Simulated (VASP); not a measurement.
Wanted: the native input for a VASP 6.6.1 run.

```
Task                   : relaxation of cell and atoms
Functional             : PBE
Potentials or basis    : VASP PAW PBE potentials, release 64 (Y_sv)
Cutoff                 : 600 eV
k mesh                 : 8 × 8 × 8
Occupations            : fermi-dirac, width 0.05 eV
Spin                   : no spin polarisation
Target pressure        : 45 GPa
Dipole correction      : no
Further INCAR settings : ALGO = Normal; EDIFF = 1e-06; IBRION = 2; EDIFFG = -0.01; NSW = 80; ISIF = 3
```

The structure of Y lies in POSCAR:

```
Y
1.0
    3.3100000000      0.0000000000      0.0000000000
    0.0000000000      3.3100000000      0.0000000000
    0.0000000000      0.0000000000      3.3100000000
Y
1
Direct
    0.0000000000      0.0000000000      0.0000000000
```

This isn't the form of Y at room conditions, which is hcp.

One way to write it, as run:

INCAR

```
SYSTEM = Y
  PREC = Accurate
  ENCUT = 600
  EDIFF = 1E-6
  ISMEAR = -1
  SIGMA = 0.05
  LREAL = .False.
  LASPH = .True.
  NELM = 80
  ALGO = Normal
  ISIF = 3
  LWAVE = .False.
  LCHARG = .False.
  GGA = PE
  IBRION = 2
  NSW = 80
  EDIFFG = -0.01
  PSTRESS = 450.0
```

KPOINTS

```
regular mesh
0
Gamma
  8 8 8
  0 0 0
```

Potentials or basis: VASP PAW PBE potentials, release 64 (Y_sv).

Run with:

```sh
$ cat potpaw_PBE.64/Y_sv/POTCAR > POTCAR
$ mpirun -np 1 vasp_std > vasp.out
```

Results of the run:

- Relaxed volume: 19.14 Å³/atom
- Relaxed cell: a = 2.675 Å, b = 2.675 Å, c = 2.675 Å, α = 90.00°, β = 90.00°, γ = 90.00°
- Space group after relaxing (to 0.1 Å): Pm-3m (No. 221)
- Energy change on relaxing (the run minimises the enthalpy): +1347.1 meV/atom
- Ionic steps: 9
- Pressure after relaxing: 45.0 GPa
- Band gap on the k mesh: zero (an odd number of electrons rules out a gap without spin polarisation)

Caveat: the cell is relaxed towards a set pressure, so the run minimises the enthalpy, not the energy; the volume moved by over 15 % at a fixed basis, so the end points are rough.

Run time: 4.3 min on 1 thread of AMD EPYC 7R13, on a shared host, peak memory 0.28 GiB.
